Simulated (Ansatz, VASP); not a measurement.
One calculation of C, two programs

Contents of INCAR:

```
SYSTEM = C
PREC = Accurate
ENCUT = 520
EDIFF = 1E-7
ISMEAR = 0
SIGMA = 0.05
LREAL = .FALSE.
LASPH = .TRUE.
NELM = 100
ALGO = Normal
ISIF = 2
LWAVE = .FALSE.
LCHARG = .FALSE.
GGA = PS
IVDW = 12
NBANDS = 11
```

File KPOINTS:

```
regular mesh
0
G
  15 15 15
  0 0 0
```

POSCAR

```
C
1.0
    1.2496570437      0.7214898306      3.3384014311
   -1.2496570437      0.7214898306      3.3384014311
    0.0000000000     -1.4429796611      3.3384014311
C
2
Direct
    0.1584476895      0.1747193539      0.1665835217
    0.8415523105      0.8252806461      0.8334164783
```

Input for Ansatz:

```yaml
crystal:
  lattice:
    - [1.2496570437, 0.7214898306, 3.3384014311]
    - [-1.2496570437, 0.7214898306, 3.3384014311]
    - [0.0, -1.4429796611, 3.3384014311]
  atoms:
    - { symbol: C, position: [0.1584476895, 0.1747193539, 0.1665835217] }
    - { symbol: C, position: [0.8415523105, 0.8252806461, 0.8334164783] }
basis:
  ecutwfc: 520.0
kpoints:
  mp_grid: { grid: [15, 15, 15] }
hamiltonian:
  xc: pbesol
  dispersion: d3bj
scf:
  occupations: { method: gaussian, width: 0.05 }
output:
  forces: true
  stress: true
  eigenvalues: true
```

Change from the starting cell: mode 5 frozen in at -0.020 Å, equal normal strain along x, y and z +0.0167.

Alike in both runs: task single point; functional PBEsol; dispersion D3(BJ); k mesh 15 × 15 × 15; occupations gaussian, width 0.05 eV; no spin polarisation.

|  | VASP | Ansatz |
| --- | --- | --- |
| version | VASP 6.6.1 | Ansatz 0.2.0 |
| potentials or method | VASP PAW PBE potentials, release 64 (C), cutoff 520 eV | scalar-relativistic, plane waves, PAW |
| valence electrons in the cell | 8 | 8 |

```tsv
	VASP	Ansatz	Ansatz less VASP
gap on the k mesh at the Fermi level (eV)	0.19	0.19	-0.001
least direct gap on the mesh (eV)	0.19	0.19	-0.001
pressure (GPa)	-12.4	-13.0	-0.61
traceless stress, the component that is largest in VASP (GPa)	11.85	12.53	+0.677
rms of the force components (eV/Å)	1.150	1.145	-0.0051
```

VASP's potentials were made for PBE, not for PBEsol. Atom by atom the forces differ by 0.005 eV/Å (rms over components).
